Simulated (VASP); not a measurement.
# BN (F-43m) in VASP: notebook

The runs below take BN through G0W0 quasiparticle levels, with PBE.

All numbers are computed with VASP 6.6.1; they aren't measurements. Logs are shortened: lines on timing, memory, paths and dates and some standing lists are left out, and cuts for length are marked.

## 1. The cell of the first run

The structure is cubic, space group F-43m (No. 216). Conventional cell: a = 3.610 Å, b = 3.610 Å, c = 3.610 Å, α = 90.00°, β = 90.00°, γ = 90.00°. Within 2.1 Å of B (site symmetry -43m) lie 4 N at 1.56 Å. Within 2.1 Å of N (site symmetry -43m) lie 4 B at 1.56 Å.

## 2. G0W0 quasiparticle levels, PBE

Input file POSCAR:

```
BN
1.0
    0.0000000000      1.8048254650      1.8048254650
    1.8048254650      0.0000000000      1.8048254650
    1.8048254650      1.8048254650      0.0000000000
B N
1 1
Direct
    0.0000000000      0.0000000000      0.0000000000
    0.2500000000      0.2500000000      0.2500000000
```

Input file INCAR.step1:

```
PREC = Accurate
ENCUT = 500
EDIFF = 1E-8
ISMEAR = 0
SIGMA = 0.01
LREAL = F
LASPH = T
NELM = 80
ALGO = Normal
LWAVE = T
LCHARG = F
GGA = PE
```

Input file INCAR.step2:

```
PREC = Accurate
ENCUT = 500
EDIFF = 1E-8
ISMEAR = 0
SIGMA = 0.01
LREAL = F
LASPH = T
NELM = 1
ALGO = Exact
LWAVE = T
LCHARG = F
GGA = PE
NBANDS = 34
LOPTICS = T
ISTART = 1
```

Input file INCAR.step3:

```
PREC = Accurate
ENCUT = 500
EDIFF = 1E-8
ISMEAR = 0
SIGMA = 0.01
LREAL = F
LASPH = T
ALGO = EVGW0
LWAVE = F
LCHARG = F
GGA = PE
NELMGW = 1
NBANDS = 34
ENCUTGW = 80.0
NOMEGA = 48
PRECFOCK = Fast
ISTART = 1
NBANDSGW = 12
```

Input file KPOINTS:

```
regular mesh
0
Gamma
  12 12 12
```

Potentials or basis: VASP PAW PBE potentials, release 64 (B_GW, N_GW).

Started as:

```bash
> cat potpaw_PBE.64/B_GW/POTCAR potpaw_PBE.64/N_GW/POTCAR > POTCAR
> cp INCAR.step1 INCAR
> mpirun -np 1 vasp_std > vasp.out
> cp INCAR.step2 INCAR
> mpirun -np 1 vasp_std > vasp.out
> cp INCAR.step3 INCAR
> mpirun -np 1 vasp_std > vasp.out
```

OUTCAR:

```text
PREC = Accurate
   ENCUT = 500
   EDIFF = 1E-8
   ISMEAR = 0
   LREAL = F
   LASPH = T
   GGA = PE
   NELMGW = 1
   ENCUTGW = 80.0
   PRECFOCK = Fast
   ISTART = 1

 ion  position               nearest neighbor table
   1  0.000  0.000  0.000-   2 1.56   2 1.56   2 1.56   2 1.56
   2  0.250  0.250  0.250-   1 1.56   1 1.56   1 1.56   1 1.56

  LATTYP: Found a face centered cubic cell.
 ALAT       =     3.6096509300

  Lattice vectors:

 A1 = (   0.0000000000,   1.8048254650,   1.8048254650)
 A2 = (   1.8048254650,   0.0000000000,   1.8048254650)
 A3 = (   1.8048254650,   1.8048254650,   0.0000000000)

Analysis of symmetry for initial positions (statically):
=====================================================================
 Subroutine PRICEL returns:
 Original cell was already a primitive cell.

 Routine SETGRP: Setting up the symmetry group for a
 face centered cubic supercell.

 Subroutine GETGRP returns: Found 24 space group operations
 (whereof 24 operations were pure point group operations)
 out of a pool of 48 trial point group operations.

The static configuration has the point symmetry T_d .

Analysis of symmetry for dynamics (positions and initial velocities):
=====================================================================
 Subroutine PRICEL returns:
 Original cell was already a primitive cell.

 Routine SETGRP: Setting up the symmetry group for a
 face centered cubic supercell.

 Subroutine GETGRP returns: Found 24 space group operations
 (whereof 24 operations were pure point group operations)
 out of a pool of 48 trial point group operations.

The dynamic configuration has the point symmetry T_d .

 Subroutine INISYM returns: Found 24 space group operations
 (whereof 24 operations are pure point group operations),
 and found     1 'primitive' translations

----------------------------------------------------------------------------------------

                                     Primitive cell

  volume of cell :      11.7581

  direct lattice vectors                    reciprocal lattice vectors
     0.000000000  1.804825465  1.804825465    -0.277035098  0.277035098  0.277035098
     1.804825465  0.000000000  1.804825465     0.277035098 -0.277035098  0.277035098
     1.804825465  1.804825465  0.000000000     0.277035098  0.277035098 -0.277035098

  length of vectors
     2.552408650  2.552408650  2.552408650     0.479838866  0.479838866  0.479838866

  position of ions in fractional coordinates (direct lattice)
     0.000000000  0.000000000  0.000000000
     0.250000000  0.250000000  0.250000000

  ion indices of the primitive-cell ions
   primitive index   ion index
                 1           1
                 2           2

----------------------------------------------------------------------------------------

 KPOINTS: regular mesh

Automatic generation of k-mesh.
 Grid dimensions read from file:
 generate k-points for:   12   12   12

 Generating k-lattice:

  Cartesian coordinates                     Fractional coordinates (reciprocal lattice)
    -0.023086258  0.023086258  0.023086258     0.083333333  0.000000000  0.000000000
     0.023086258 -0.023086258  0.023086258     0.000000000  0.083333333  0.000000000
     0.023086258  0.023086258 -0.023086258     0.000000000  0.000000000  0.083333333

  Length of vectors
     0.039986572  0.039986572  0.039986572

  Shift w.r.t. Gamma in fractional coordinates (k-lattice)
     0.000000000  0.000000000  0.000000000

 Subroutine IBZKPT returns following result:
 ===========================================

 Found     72 irreducible k-points:

 Following reciprocal coordinates:
            Coordinates               Weight
  0.000000  0.000000  0.000000      1.000000
  0.083333  0.000000  0.000000      8.000000
  0.166667  0.000000  0.000000      8.000000
  0.250000  0.000000  0.000000      8.000000
  0.333333  0.000000  0.000000      8.000000
  0.416667  0.000000  0.000000      8.000000
[... 16 lines left out ...]
  0.500000  0.166667  0.000000     24.000000
 -0.416667  0.166667  0.000000     24.000000
 [... further k-points ...]
   k-points           NKPTS =     72   k-points in BZ     NKDIM =   1728   number of bands    NBANDS=     34
   number of dos      NEDOS =    301   number of ions     NIONS =      2
   total plane-waves  NPLWV =   8000
   dimension x,y,z NGX =    20 NGY =   20 NGZ =   20
   dimension x,y,z NGXF=    40 NGYF=   40 NGZF=   40
   ions per type =               1   1
   NGX,Y,Z   is equivalent  to a cutoff of  13.03, 13.03, 13.03 a.u.
   NGXF,Y,Z  is equivalent  to a cutoff of  26.05, 26.05, 26.05 a.u.
 SYSTEM =  unknown system
   PREC   = accura    normal or accurate (medium, high low for compatibility)
   ISTART =      1    job   : 0-new  1-cont  2-samecut
   ICHARG =      0    charge: 1-file 2-atom 10-const
   ISPIN  =      1    spin polarized calculation?
   LNONCOLLINEAR =      F non collinear calculations
   LSORBIT =      F    spin-orbit coupling
   LASPH  =      T    aspherical Exc in radial PAW
   ENCUT  =  500.0 eV  36.75 Ry    6.06 a.u.   4.65  4.65  4.65*2*pi/ulx,y,z
   NELM   =     60;   NELMIN=  2; NELMDL=  0     # of ELM steps
   EDIFF  = 0.1E-07   stopping-criterion for ELM
   LREAL  =      F    real-space projection
   EDIFFG = 0.1E-06   stopping-criterion for IOM
   NSW    =      0    number of steps for IOM
   IBRION =     -1    ionic relax: 0-MD 1-quasi-New 2-CG
   NFREE  =      0    steps in history (QN), initial steepest desc. (CG)
   ISIF   =      0    stress and relaxation
   ISYM   =      3    0-nonsym 1-usesym 2-fastsym
   POTIM  = 0.5000    time-step for ionic-motion
   TEBEG  =    0.0;   TEEND  =   0.0 temperature during run
   PSTRESS=    0.0 pullay stress
   NELECT =       8.0000    total number of electrons
   NUPDOWN=      -1.0000    fix difference up-down
   EMIN   =  10.00;   EMAX   =-10.00  energy-range for DOS
   EFERMI =   0.00;   METHOD = LEGACY
   ISMEAR =     0;   SIGMA  =   0.01  broadening in eV -4-tet -1-fermi 0-gaus
   EFERMI_NEDOS =   21; number of points for ismear=-14 and -15
   IALGO  =     38    algorithm
   IMIX   =      4    mixing-type and parameters
     AMIX     =   0.40;   BMIX     =  1.00
     AMIX_MAG =   1.60;   BMIX_MAG =  1.00
  volume/ion in A,a.u.               =       5.88        39.67
  Fermi-wavevector in a.u.,A,eV,Ry     =   1.439880  2.720979 28.208337  2.073254
  Thomas-Fermi vector in A             =   2.558686
   LORBIT       =      0    0 simple, 1 ext, 2 COOP (PROOUT), +10 PAW based schemes
   GGA     = PE    functional components
   LHFCALC =     T    Hartree Fock is set to
   PRECFOCK=fast      Normal, Fast or Accurate (Low or Medium for compatibility)
   ENCUT4O =  -1.0   cutoff for four orbital integrals eV
   NKREDX  =     1    reduce k-point grid by
   NKREDY  =     1    reduce k-point grid by
   NKREDZ  =     1    reduce k-point grid by
   AEXX    =    1.0000 exact exchange contribution
   HFSCREEN=    0.0000 screening length (either q_TF or 0.3 A-1)
   HFSCREENC=   0.0000 screening length for correlation (either q_TF or 0.3 A-1)
   ENCUTFOCK=  -1.0 apply spherical cutoff to Coloumb kernel
   IVDW    =     0    specifies the selected vdW correction
   LEPSILON=     F    determine dielectric tensor
   LRPA    =     F    only Hartree local field effects (RPA)
   LRPAFORCE           =     F    calculate RPA forces
   ENCUTGW             =  80.0    cutoff for response function in eV
   ENCUTGWSOFT         =  64.0    soft cutoff for Coulomb kernel in GW response function in eV
   ENCUTLF             =  -1.0    cutoff for local field effects
   NELMGW              =     1    number of iterations in solving QP/BSE equation
   NELMHF              =     1    number of iterations in the inner HF iteration
   NKREDLFX            =     1    NKREDLFY  =   1   NKREDLFZ  =   1
 non-spin polarized calculation
 Gauss-broadening in eV      SIGMA  =   0.01
  energy-cutoff  :      500.00
  volume of cell :       11.76
 maximum number of plane-waves:       310
  NGX = 12; NGY = 12; NGZ = 12
   NGX =  9   NGY =  9   NGZ =  9
 maximum number of plane-waves:        23
 NGX is ok and might be reduce to    10

 QP shifts <psi_nk| G(iteration)W_0 |psi_nk>: iteration 1
 for sc-GW calculations column KS-energies equals QP-energies in previous step
 and V_xc(KS)=  KS-energies - (<T + V_ion + V_H > + <T+V_H+V_ion>^1  + <V_x>^1)

 k-point   1 :       0.0000    0.0000    0.0000
  band No.  KS-energies  QP-energies   sigma(KS)   V_xc(KS)     V^pw_x(r,r')   Z            occupation Imag(sigma)

      1     -12.7681     -14.4720     -17.7000     -15.4976     -26.5181       0.7737       2.0000       1.4105
      2       7.5142       7.1913     -18.6886     -18.2997     -21.8403       0.8300       2.0000       0.0795
      3       7.5142       7.1913     -18.6886     -18.2997     -21.8403       0.8300       2.0000       0.0795
      4       7.5142       7.1913     -18.6886     -18.2997     -21.8403       0.8300       2.0000       0.0795
      5      16.3579      17.9525     -11.8968     -13.8011      -7.0646       0.8374       0.0000      -0.0957
      6      16.3579      17.9525     -11.8968     -13.8011      -7.0646       0.8374       0.0000      -0.0957
      7      16.3579      17.9525     -11.8968     -13.8011      -7.0646       0.8374       0.0000      -0.0957
      8      17.9342      19.2880     -13.7988     -15.4450      -8.4214       0.8224       0.0000      -0.1174
      9      32.3453      33.0697     -10.5496     -11.4582      -3.3152       0.7973       0.0000      -0.5680
     10      35.3489      36.8526     -11.5451     -13.3427      -5.4721       0.8365       0.0000      -0.5559
     11      35.3489      36.8526     -11.5451     -13.3427      -5.4721       0.8365       0.0000      -0.5559
     12      35.9532      36.8184     -10.0856     -11.1081      -3.0561       0.8461       0.0000      -0.9918

 k-point   2 :       0.0833    0.0000    0.0000
  band No.  KS-energies  QP-energies   sigma(KS)   V_xc(KS)     V^pw_x(r,r')   Z            occupation Imag(sigma)
[... 353 lines left out ...]
      1      -8.1660      -9.5033     -18.7238     -16.9514     -26.7217       0.7546       2.0000       0.7687
      2      -2.5246      -3.8645     -16.4314     -14.6984     -21.6833       0.7732       2.0000       0.2422
      3       3.3738       2.5077     -17.6256     -16.5590     -21.5357       0.8120       2.0000       0.1125
      4       4.9340       4.2861     -17.9238     -17.1328     -21.5213       0.8191       2.0000       0.0957
      5      16.8544      18.1695     -11.8864     -13.4543      -6.9678       0.8388       0.0000      -0.1012
      6      19.7775      21.3823     -13.1810     -15.1364      -7.7472       0.8207       0.0000      -0.1283
      7      19.7975      21.6009     -12.3210     -14.5154      -6.7952       0.8218       0.0000      -0.1299
      8      23.2708      25.3248     -13.5088     -16.1050      -7.1599       0.7911       0.0000      -0.2031
      9      28.6336      29.9858     -11.2858     -12.9797      -4.5642       0.7983       0.0000      -0.3307
     10      32.9331      34.2574     -11.2934     -12.9047      -4.6844       0.8219       0.0000      -0.5795
     11      34.2973      35.9756     -11.8270     -13.9308      -4.1241       0.7977       0.0000      -0.8455
     12      37.4890      38.5890     -10.6929     -12.0237      -3.6318       0.8265       0.0000      -0.9369

 [... further k-points ...]
```

Run time: 14 min. Hardware: 1 thread of Intel Xeon 6975P-C, shared host; peak memory 1.3 GiB.

What came out:

* Band gap on the k mesh, mean-field level: 4.47 eV, indirect (least direct gap 8.84 eV)
* Quasiparticle gap: 5.62 eV
* Least direct quasiparticle gap: 10.76 eV

Levels at points of the mesh, in eV from the valence-band top:
| k point | band 2 | band 3 | band 4 | band 5 | band 6 | band 7 |
| --- | --- | --- | --- | --- | --- | --- |
| (0.00, 0.00, 0.00) | 0.00 | 0.00 | 0.00 | 8.84 | 8.84 | 8.84 |
| (0.50, 0.00, 0.00) | -10.73 | -1.95 | -1.95 | 10.20 | 10.74 | 10.74 |
| (0.50, 0.50, 0.00) | -8.95 | -4.93 | -4.93 | 4.47 | 9.26 | 18.00 |

Caveat: bands, screening cutoff and mesh are small and nothing is extrapolated, so the quasiparticle values aren't converged. A k mesh can miss the band edges.

## 3. G0W0 quasiparticle levels, PBE

POSCAR is that of step 2.

Input file INCAR.step1:

```
  PREC = Accurate
  ENCUT = 500
  EDIFF = 1E-8
  ISMEAR = 0
  SIGMA = 0.01
  LREAL = False
  LASPH = True
  NELM = 80
  ALGO = Normal
  LWAVE = True
  LCHARG = False
  GGA = PE
```

Input file INCAR.step2:

```
  PREC = Accurate
  ENCUT = 500
  EDIFF = 1E-8
  ISMEAR = 0
  SIGMA = 0.01
  LREAL = False
  LASPH = True
  NELM = 1
  ALGO = Exact
  LWAVE = True
  LCHARG = False
  GGA = PE
  NBANDS = 34
  LOPTICS = True
  ISTART = 1
```

Input file INCAR.step3:

```
  PREC = Accurate
  ENCUT = 500
  EDIFF = 1E-8
  ISMEAR = 0
  SIGMA = 0.01
  LREAL = False
  LASPH = True
  ALGO = EVGW0
  LWAVE = False
  LCHARG = False
  GGA = PE
  NELMGW = 1
  NBANDS = 34
  ENCUTGW = 100.0
  NOMEGA = 48
  PRECFOCK = Fast
  ISTART = 1
  NBANDSGW = 12
```

Input file KPOINTS:

```
Automatic mesh
0
Gamma
  8 8 8
```

Potentials or basis: VASP PAW PBE potentials, release 64 (B_GW, N_GW).

Started as:

```bash
> cat potpaw_PBE.64/B_GW/POTCAR potpaw_PBE.64/N_GW/POTCAR > POTCAR
> cp INCAR.step1 INCAR
> mpirun -np 1 vasp_std > vasp.out
> cp INCAR.step2 INCAR
> mpirun -np 1 vasp_std > vasp.out
> cp INCAR.step3 INCAR
> mpirun -np 1 vasp_std > vasp.out
```

OUTCAR:

```text
PREC = Accurate
   ENCUT = 500
   EDIFF = 1E-8
   ISMEAR = 0
   LREAL = False
   LASPH = True
   GGA = PE
   NELMGW = 1
   ENCUTGW = 100.0
   PRECFOCK = Fast
   ISTART = 1

 ion  position               nearest neighbor table
   1  0.000  0.000  0.000-   2 1.56   2 1.56   2 1.56   2 1.56
   2  0.250  0.250  0.250-   1 1.56   1 1.56   1 1.56   1 1.56

  LATTYP: Found a face centered cubic cell.
 ALAT       =     3.6096509300
[... 198 lines left out ...]
      3       7.5144       7.0790     -18.8259     -18.2997     -21.8626       0.8275       2.0000       0.0872
      4       7.5144       7.0790     -18.8259     -18.2997     -21.8626       0.8275       2.0000       0.0872
      5      16.3580      17.9150     -11.9370     -13.8011      -7.0486       0.8353       0.0000      -0.1117
      6      16.3580      17.9150     -11.9370     -13.8011      -7.0486       0.8353       0.0000      -0.1117
      7      16.3580      17.9150     -11.9370     -13.8011      -7.0486       0.8353       0.0000      -0.1117
      8      17.9344      19.3063     -13.7679     -15.4449      -8.4088       0.8181       0.0000      -0.1371
      9      32.3453      33.0438     -10.5817     -11.4581      -3.3148       0.7970       0.0000      -0.6174
     10      35.3490      36.8868     -11.5090     -13.3427      -5.4698       0.8386       0.0000      -0.5715
     11      35.3490      36.8868     -11.5090     -13.3427      -5.4698       0.8386       0.0000      -0.5715
     12      35.9532      36.7128     -10.1877     -11.1080      -3.0557       0.8254       0.0000      -0.9754
[... 356 lines left out ...]
      1      -7.8248      -9.2092     -18.9304     -17.0980     -26.7785       0.7555       2.0000       0.7937
      2      -2.2220      -3.6331     -16.5466     -14.7281     -21.5958       0.7760       2.0000       0.2604
      3       2.6697       1.6285     -17.6872     -16.3969     -21.6719       0.8069       2.0000       0.1395
      4       4.0462       3.1913     -17.6737     -16.6250     -21.2489       0.8152       2.0000       0.1170
      5      17.1281      18.4721     -12.1776     -13.7896      -7.2807       0.8337       0.0000      -0.1195
      6      18.7374      20.2232     -12.3945     -14.1929      -7.0150       0.8262       0.0000      -0.1381
      7      21.9513      23.9070     -13.5376     -15.9849      -7.4661       0.7991       0.0000      -0.1945
      8      23.3538      25.3063     -13.3741     -15.8436      -6.9259       0.7906       0.0000      -0.2357
      9      27.0317      28.3428     -11.3254     -12.9495      -4.9914       0.8073       0.0000      -0.2858
     10      33.4471      35.1042     -12.0009     -14.0697      -4.6314       0.8010       0.0000      -0.7401
     11      35.0912      36.5468     -11.4461     -13.2403      -4.1454       0.8113       0.0000      -0.8438
     12      38.2090      39.2685     -10.4110     -11.6853      -3.4925       0.8314       0.0000      -0.9836

 [... further k-points ...]
```

OUTCAR.step1:

```text
PREC = Accurate
   ENCUT = 500
   EDIFF = 1E-8
   ISMEAR = 0
   LREAL = False
[... 485 lines left out ...]
      0.00000      0.00000      0.00000        -0.000000     -0.000000     -0.000000
      0.90241      0.90241      0.90241         0.000000      0.000000      0.000000
 -----------------------------------------------------------------------------------
    total drift:                                0.000001      0.000001      0.000001

  FREE ENERGIE OF THE ION-ELECTRON SYSTEM (eV)
  ---------------------------------------------------
  free  energy   TOTEN  =       -17.4601344032 eV

  energy  without entropy=      -17.4601344032  energy(sigma->0) =      -17.46013440
```

Wall time 3.7 min (1 thread of Intel Xeon 8259CL, shared host); peak memory 0.32 GiB.

What came out:

| Quantity | Value |
| --- | --- |
| Band gap on the k mesh, mean-field level | 4.47 eV, indirect (least direct gap 8.84 eV) |
| Quasiparticle gap | 5.75 eV |
| Least direct quasiparticle gap | 10.84 eV |

Levels at points of the mesh, in eV from the valence-band top:
```
           k point  band 1  band 2  band 3  band 4  band 5  band 6  band 7  band 8
(0.00, 0.00, 0.00)  -20.28    0.00    0.00    0.00    8.84    8.84    8.84   10.42
(0.50, 0.00, 0.00)  -16.04  -10.74   -1.95   -1.95   10.20   10.74   10.74   15.31
(0.50, 0.50, 0.00)  -14.67   -8.95   -4.93   -4.93    4.47    9.26   18.00   18.00
```

Caveat: bands, screening cutoff and mesh are small and nothing is extrapolated, so the quasiparticle values aren't converged. A k mesh can miss the band edges.
